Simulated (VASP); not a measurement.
# P (Imma) in VASP: a series of runs

The runs below take P through single point, with r2SCAN.

Everything below comes from runs of VASP 6.6.1. Logs are shortened: lines on timing, memory, paths and dates and some standing lists are left out, and cuts for length are marked.

## (1) The cell of the first run

Symmetry: Imma, No. 74, orthorhombic system. Conventional cell: a = 3.282 Å, b = 4.879 Å, c = 3.774 Å, α = 90.00°, β = 90.00°, γ = 90.00°. P (site symmetry mm2) has 6 P at 2.21 to 2.82 Å within 2.9 Å.

## (2) Single point, r2SCAN (strain -0.030 along x and y, +0.015 along z)

POSCAR reads:

```
P
1.0
   -1.6407647418      2.4397100862      1.8868282978
    1.6407647418     -2.4397100862      1.8868282978
    1.6407647418      2.4397100862     -1.8868282978
P
2
Direct
    0.8033091100      0.0533091100      0.7500000000
    0.1966908900      0.9466908900      0.2500000000
```

INCAR.step1 reads:

```
ALGO = Normal
EDIFF = 1E-4
ENCUT = 520
GGA = PE
ISMEAR = 0
LASPH = True
LCHARG = False
LREAL = False
LWAVE = True
NBANDS = 12
NELM = 60
PREC = Accurate
SIGMA = 0.15
```

INCAR.step2 reads:

```
ALGO = Normal
EDIFF = 1E-6
ENCUT = 520
ISIF = 2
ISMEAR = 0
ISTART = 1
LASPH = True
LCHARG = True
LELF = True
LMIXTAU = True
LREAL = False
LVHAR = True
LWAVE = False
METAGGA = R2SCAN
NBANDS = 12
NELM = 60
PREC = Accurate
SIGMA = 0.15
```

KPOINTS reads:

```
k-points
0
Gamma
  18 18 18
```

Potentials or basis: VASP PAW PBE potentials, release 64 (P).

On the command line:

```bash
> cat potpaw_PBE.64/P/POTCAR > POTCAR
> cp INCAR.step1 INCAR
> mpirun -np 1 vasp_std > vasp.out
> cp INCAR.step2 INCAR
> mpirun -np 1 vasp_std > vasp.out
```

OUTCAR:

```text
EDIFF = 1E-6
   ENCUT = 520
   ISIF = 2
   ISMEAR = 0
   ISTART = 1
   LASPH = True
   LREAL = False
   METAGGA = R2SCAN
   NELM = 60
   PREC = Accurate

 ion  position               nearest neighbor table
   1  0.803  0.053  0.750-   2 2.21   2 2.21   2 2.47   2 2.47   2 2.82   2 2.82
   2  0.197  0.947  0.250-   1 2.21   1 2.21   1 2.47   1 2.47   1 2.82   1 2.82

  LATTYP: Found a body centered orthorhombic cell.
 ALAT       =     3.2815294836
 B/A-ratio  =     1.1499688223
 C/A-ratio  =     1.4869347348

  Lattice vectors:

 A1 = (   1.6407647418,  -2.4397100862,  -1.8868282978)
 A2 = (  -1.6407647418,  -2.4397100862,   1.8868282978)
 A3 = (  -1.6407647418,   2.4397100862,  -1.8868282978)

Analysis of symmetry for initial positions (statically):
=====================================================================
 Subroutine PRICEL returns:
 Original cell was already a primitive cell.

 Routine SETGRP: Setting up the symmetry group for a
 body centered orthorhombic supercell.

 Subroutine GETGRP returns: Found  8 space group operations
 (whereof  4 operations were pure point group operations)
 out of a pool of  8 trial point group operations.

The static configuration has the point symmetry C_2h.
 The point group associated with its full space group is D_2h.

Analysis of symmetry for dynamics (positions and initial velocities):
=====================================================================
 Subroutine PRICEL returns:
 Original cell was already a primitive cell.

 Routine SETGRP: Setting up the symmetry group for a
 body centered orthorhombic supercell.

 Subroutine GETGRP returns: Found  8 space group operations
 (whereof  4 operations were pure point group operations)
 out of a pool of  8 trial point group operations.

The dynamic configuration has the point symmetry C_2h.
 The point group associated with its full space group is D_2h.

 Subroutine INISYM returns: Found  8 space group operations
 (whereof  4 operations are pure point group operations),
 and found     1 'primitive' translations

----------------------------------------------------------------------------------------

                                     Primitive cell

  volume of cell :      30.2118

  direct lattice vectors                    reciprocal lattice vectors
    -1.640764742  2.439710086  1.886828298     0.000000000  0.204942383  0.264994966
     1.640764742 -2.439710086  1.886828298     0.304735949  0.000000000  0.264994966
     1.640764742  2.439710086 -1.886828298     0.304735949  0.204942383  0.000000000

  length of vectors
     3.493481826  3.493481826  3.493481826     0.334998078  0.403839486  0.367240220

  position of ions in fractional coordinates (direct lattice)
     0.803309110  0.053309110  0.750000000
     0.196690890  0.946690890  0.250000000

  ion indices of the primitive-cell ions
   primitive index   ion index
                 1           1
                 2           2

----------------------------------------------------------------------------------------

 KPOINTS: k-points

Automatic generation of k-mesh.
 Grid dimensions read from file:
 generate k-points for:   18   18   18

 Generating k-lattice:

  Cartesian coordinates                     Fractional coordinates (reciprocal lattice)
     0.000000000  0.011385688  0.014721943     0.055555556  0.000000000  0.000000000
     0.016929775  0.000000000  0.014721943    -0.000000000  0.055555556  0.000000000
     0.016929775  0.011385688  0.000000000    -0.000000000  0.000000000  0.055555556

  Length of vectors
     0.018611004  0.022435527  0.020402234

  Shift w.r.t. Gamma in fractional coordinates (k-lattice)
     0.000000000  0.000000000  0.000000000

 Subroutine IBZKPT returns following result:
 ===========================================

 Found    865 irreducible k-points:

 Following reciprocal coordinates:
            Coordinates               Weight
  0.000000  0.000000  0.000000      1.000000
  0.055556  0.000000  0.000000      4.000000
  0.111111  0.000000  0.000000      4.000000
  0.166667  0.000000 -0.000000      4.000000
  0.222222  0.000000  0.000000      4.000000
  0.277778  0.000000 -0.000000      4.000000
[... 16 lines left out ...]
 -0.333333  0.055556  0.000000      8.000000
 -0.277778  0.055556  0.000000      8.000000
 [... further k-points ...]
   k-points           NKPTS =    865   k-points in BZ     NKDIM =    865   number of bands    NBANDS=     12
   number of dos      NEDOS =    301   number of ions     NIONS =      2
   total plane-waves  NPLWV =  21952
   dimension x,y,z NGX =    28 NGY =   28 NGZ =   28
   dimension x,y,z NGXF=    56 NGYF=   56 NGZF=   56
   ions per type =               2
   NGX,Y,Z   is equivalent  to a cutoff of  13.32, 13.32, 13.32 a.u.
   NGXF,Y,Z  is equivalent  to a cutoff of  26.65, 26.65, 26.65 a.u.
 SYSTEM =  unknown system
   PREC   = accura    normal or accurate (medium, high low for compatibility)
   ISTART =      1    job   : 0-new  1-cont  2-samecut
   ICHARG =      0    charge: 1-file 2-atom 10-const
   ISPIN  =      1    spin polarized calculation?
   LNONCOLLINEAR =      F non collinear calculations
   LSORBIT =      F    spin-orbit coupling
   LASPH  =      T    aspherical Exc in radial PAW
   ENCUT  =  520.0 eV  38.22 Ry    6.18 a.u.   6.50  6.50  6.50*2*pi/ulx,y,z
   NELM   =     60;   NELMIN=  2; NELMDL=  0     # of ELM steps
   EDIFF  = 0.1E-05   stopping-criterion for ELM
   LREAL  =      F    real-space projection
   EDIFFG = 0.1E-04   stopping-criterion for IOM
   NSW    =      0    number of steps for IOM
   IBRION =     -1    ionic relax: 0-MD 1-quasi-New 2-CG
   NFREE  =      0    steps in history (QN), initial steepest desc. (CG)
   ISIF   =      2    stress and relaxation
   ISYM   =      2    0-nonsym 1-usesym 2-fastsym
   POTIM  = 0.5000    time-step for ionic-motion
   TEBEG  =    0.0;   TEEND  =   0.0 temperature during run
   PSTRESS=    0.0 pullay stress
   NELECT =      10.0000    total number of electrons
   NUPDOWN=      -1.0000    fix difference up-down
   EMIN   =  10.00;   EMAX   =-10.00  energy-range for DOS
   EFERMI =   0.00;   METHOD = LEGACY
   ISMEAR =     0;   SIGMA  =   0.15  broadening in eV -4-tet -1-fermi 0-gaus
   EFERMI_NEDOS =   21; number of points for ismear=-14 and -15
   IALGO  =     38    algorithm
   IMIX   =      4    mixing-type and parameters
     AMIX     =   0.40;   BMIX     =  1.00
     AMIX_MAG =   1.60;   BMIX_MAG =  1.00
  volume/ion in A,a.u.               =      15.11       101.94
  Fermi-wavevector in a.u.,A,eV,Ry     =   1.132442  2.140005 17.448441  1.282424
  Thomas-Fermi vector in A             =   2.269143
   LORBIT       =      0    0 simple, 1 ext, 2 COOP (PROOUT), +10 PAW based schemes
   METAGGA = R2SCAN    functional components
   LHFCALC =     F    Hartree Fock is set to
   AEXX    =    0.0000 exact exchange contribution
   IVDW    =     0    specifies the selected vdW correction
   LEPSILON=     F    determine dielectric tensor
   LRPA    =     F    only Hartree local field effects (RPA)
 non-spin polarized calculation
 Gauss-broadening in eV      SIGMA  =   0.15
  energy-cutoff  :      520.00
  volume of cell :       30.21
 maximum number of plane-waves:       828
 NGX is ok and might be reduce to    28
   NGX = 13   NGY = 13   NGZ = 13

 number of electron      10.0000001 magnetization

 Free energy of the ion-electron system (eV)
  ---------------------------------------------------
  ext. energy  EPLUGINS =         0.00000000
  ---------------------------------------------------
  free energy    TOTEN  =       -17.69453319 eV

  energy without entropy =      -17.69145525  energy(sigma->0) =      -17.69299422

 E-fermi :   9.7304     XC(G=0): -11.6167

 val. band max:        9.7070208973   @ k =  -0.1667  -0.2222   0.1667
 cond. band min:       9.7308664577   @ k =  -0.4444   0.4444   0.0000
 fundamental gap:      0.0238455604
 Fermi energy:         9.7304459308

 k-point     1 :       0.0000    0.0000    0.0000
  band No.  band energies     occupation
      1      -8.1060      2.00000
      2       5.9811      2.00000
      3       6.7783      2.00000
      4       6.8000      2.00000
      5       6.9545      2.00000
      6      11.0935      0.00000
      7      12.6413      0.00000
      8      13.8721      0.00000
      9      15.3554      0.00000
     10      16.9721      0.00000
     11      16.9763      0.00000
     12      17.2690      0.00000

 k-point     2 :       0.0556    0.0000    0.0000
  band No.  band energies     occupation
      1      -8.0596      2.00000
      2       5.2418      2.00000
      3       6.5459      2.00000
      4       6.9298      2.00000
      5       7.6155      2.00000
      6      11.2485      0.00000
      7      12.5792      0.00000
      8      13.6753      0.00000
      9      15.4388      0.00000
     10      16.0580      0.00000
     11      17.1172      0.00000
     12      17.9780      0.00000

 k-point     3 :       0.1111    0.0000    0.0000
  band No.  band energies     occupation
      1      -7.9212      2.00000
      2       4.0555      2.00000
      3       6.5407      2.00000
      4       6.8613      2.00000
      5       8.3414      2.00000
      6      11.6589      0.00000
      7      12.3834      0.00000
      8      13.1988      0.00000
      9      15.4313      0.00000
     10      15.7312      0.00000
     11      16.8993      0.00000
     12      18.7761      0.00000

 k-point     4 :       0.1667    0.0000   -0.0000
  band No.  band energies     occupation
      1      -7.6927      2.00000
      2       2.8272      2.00000
      3       6.5732      2.00000
      4       6.7628      2.00000
      5       8.8154      2.00000
      6      12.0025      0.00000
      7      12.1510      0.00000
      8      12.6306      0.00000
      9      15.3038      0.00000
     10      16.2408      0.00000
     11      16.6910      0.00000
     12      19.8371      0.00000

 k-point     5 :       0.2222    0.0000    0.0000
  band No.  band energies     occupation
      1      -7.3780      2.00000
      2       1.6246      2.00000
      3       6.6434      2.00000
      4       6.6515      2.00000
      5       9.0640      2.00000
      6      11.5841      0.00000
      7      12.0796      0.00000
      8      12.3710      0.00000
      9      15.7584      0.00000
     10      16.6404      0.00000
     11      16.9393      0.00000
     12      21.0536      0.00000
[... 228 lines left out ...]
      1      -5.8177      2.00000
      2      -1.7370      2.00000
      3       5.8790      2.00000
      4       7.5370      2.00000
      5       8.0892      2.00000
      6      10.6440      0.00000
      7      11.1188      0.00000
      8      12.5134      0.00000
      9      17.2480      0.00000
     10      19.0832      0.00000
     11      21.1776      0.00000
     12      23.0323      0.00000

 k-point    22 :      -0.3889    0.0556    0.0000
  band No.  band energies     occupation
      1      -6.2950      2.00000
      2      -0.8949      2.00000
      3       5.9011      2.00000
      4       7.3922      2.00000
      5       8.4046      2.00000
      6      10.9099      0.00000
      7      11.1326      0.00000
      8      12.5469      0.00000
      9      16.7769      0.00000
     10      18.0177      0.00000
     11      20.1381      0.00000
     12      23.1688      0.00000

 k-point    23 :      -0.3333    0.0556    0.0000
  band No.  band energies     occupation
      1      -6.7673      2.00000
      2       0.1083      2.00000
      3       5.9549      2.00000
      4       7.2131      2.00000
      5       8.7280      2.00000
      6      11.1851      0.00000
      7      11.3176      0.00000
      8      12.5737      0.00000
      9      16.4573      0.00000
     10      16.9728      0.00000
     11      18.9776      0.00000
     12      22.0521      0.00000

 k-point    24 :      -0.2778    0.0556    0.0000
  band No.  band energies     occupation
      1      -7.1865      2.00000
      2       1.2164      2.00000
      3       6.0335      2.00000
      4       7.0525      2.00000
      5       8.9137      2.00000
      6      11.4173      0.00000
      7      11.7124      0.00000
      8      12.6188      0.00000
      9      15.8436      0.00000
     10      16.4988      0.00000
     11      17.9125      0.00000
     12      20.8109      0.00000

 [... further k-points ...]
[... 5 lines left out ...]
  --------------------------------------------------------------------------------------
  -------------------------------------------------------------------------------------
  Total        1.6683755      1.9019633      0.2623242      0.0000000      0.0000000      0.0000000
  in kB       88.4764070    100.8639101     13.9114366      0.0000000      0.0000000      0.0000000
  external PRESSURE =      67.7505846 kB  Pullay stress =       0.0000000 kB

 VOLUME and BASIS-vectors are now :
 -----------------------------------------------------------------------------
  energy-cutoff  :      520.00
  volume of cell :       30.21
      direct lattice vectors                 reciprocal lattice vectors
    -1.640764742  2.439710086  1.886828298     0.000000000  0.204942383  0.264994966
     1.640764742 -2.439710086  1.886828298     0.304735949  0.000000000  0.264994966
     1.640764742  2.439710086 -1.886828298     0.304735949  0.204942383  0.000000000

 POSITION                                       TOTAL-FORCE (eV/Angst)
 -----------------------------------------------------------------------------------
      0.00000      3.65957      0.20117        -0.000000     -0.000000     -0.195976
      1.64076     -1.21986      1.68566         0.000000      0.000000      0.195976
 -----------------------------------------------------------------------------------
    total drift:                                0.000000     -0.000000     -0.000000

  FREE ENERGIE OF THE ION-ELECTRON SYSTEM (eV)
  ---------------------------------------------------
  free  energy   TOTEN  =       -17.6945331898 eV

  energy  without entropy=      -17.6914552524  energy(sigma->0) =      -17.69299422
```

It took 13 min on 1 thread of Intel Xeon 8259CL, shared host; peak memory 0.35 GiB.

What came out:

```
Free energy            : -17.6945 eV
Pressure               : 6.8 GPa
Largest force          : 0.196 eV/Å
Band gap on the k mesh : zero (bands 5 and 6 overlap by 0.88 eV)
```

Forces on the atoms (eV/Å):
```
P    0.000  0.000 -0.196
P    0.000  0.000  0.196
```

Caveat: the cell differs from its parent crystal (strain -0.030 along x and y, +0.015 along z); the stress differs along the axes, from 1 to 10 GPa; the PAW data sets were made with another functional, which shifts forces and pressure a little.

## (3) Single point, r2SCAN (strain -0.030 along x and y, +0.030 along z)

POSCAR reads:

```
P
1.0
   -1.6407647418      2.4397100862      1.9147124599
    1.6407647418     -2.4397100862      1.9147124599
    1.6407647418      2.4397100862     -1.9147124599
P
2
Direct
    0.8033091100      0.0533091100      0.7500000000
    0.1966908900      0.9466908900      0.2500000000
```

INCAR.step1 reads:

```
SYSTEM = P
PREC = Accurate
ENCUT = 520
ISMEAR = 0
SIGMA = 0.15
LREAL = .False.
LASPH = .True.
NELM = 100
NBANDS = 12
GGA = PE
ALGO = Normal
EDIFF = 1E-4
LWAVE = .True.
LCHARG = .False.
```

INCAR.step2 reads:

```
SYSTEM = P
PREC = Accurate
ENCUT = 520
EDIFF = 1E-6
ISMEAR = 0
SIGMA = 0.15
LREAL = .False.
LASPH = .True.
NELM = 100
ALGO = Normal
ISIF = 2
LWAVE = .False.
LCHARG = .False.
METAGGA = R2SCAN
LMIXTAU = .True.
NBANDS = 12
ISTART = 1
```

KPOINTS reads:

```
regular mesh
0
Gamma
  18 18 18
  0 0 0
```

Potentials or basis: VASP PAW PBE potentials, release 64 (P).

On the command line:

```bash
> cat potpaw_PBE.64/P/POTCAR > POTCAR
> cp INCAR.step1 INCAR
> mpirun -np 1 vasp_std > vasp.out
> cp INCAR.step2 INCAR
> mpirun -np 1 vasp_std > vasp.out
```

It took 13 min on 1 thread of Intel Xeon 8259CL, shared host; peak memory 0.35 GiB.

It converged, with:

- Free energy: -17.6947 eV
- Pressure: 5.2 GPa
- Largest force: 0.009 eV/Å
- Band gap on the k mesh: zero (bands 5 and 6 overlap by 0.84 eV)

Forces in eV/Å, atoms in the order of the input:
```
P    0.000  0.000  0.009
P    0.000  0.000 -0.009
```

Stress tensor (GPa, compression positive):
```
 7.09  0.00  0.00
 0.00  9.74  0.00
 0.00  0.00 -1.27
```

Levels at points of the mesh, in eV from the Fermi level:
| k point | band 2 | band 3 | band 4 | band 5 | band 6 | band 7 | band 8 | band 9 |
| --- | --- | --- | --- | --- | --- | --- | --- | --- |
| (0.00, 0.00, 0.00) | -3.72 | -3.09 | -3.01 | -2.56 | 1.38 | 3.03 | 4.00 | 5.81 |
| (0.50, 0.00, 0.00) | -12.07 | -3.24 | -1.96 | -1.71 | 1.06 | 1.07 | 2.30 | 8.29 |
| (0.00, 0.50, 0.00) | -10.82 | -6.63 | -5.86 | -5.75 | 0.43 | 6.44 | 8.50 | 8.55 |
| (0.50, 0.50, 0.00) | -13.06 | -4.15 | -4.15 | -0.26 | -0.26 | 0.34 | 0.34 | 10.83 |
| (0.50, 0.50, 0.50) | -9.20 | -8.93 | -6.17 | -5.17 | 0.41 | 7.02 | 9.42 | 9.86 |

Caveat: the cell differs from its parent crystal (strain -0.030 along x and y, +0.030 along z); the stress differs along the axes, from -1 to 10 GPa; the PAW data sets were made with another functional, which shifts forces and pressure a little.

The gap in the log of VASP goes by the Fermi energy; the results here count the filled bands.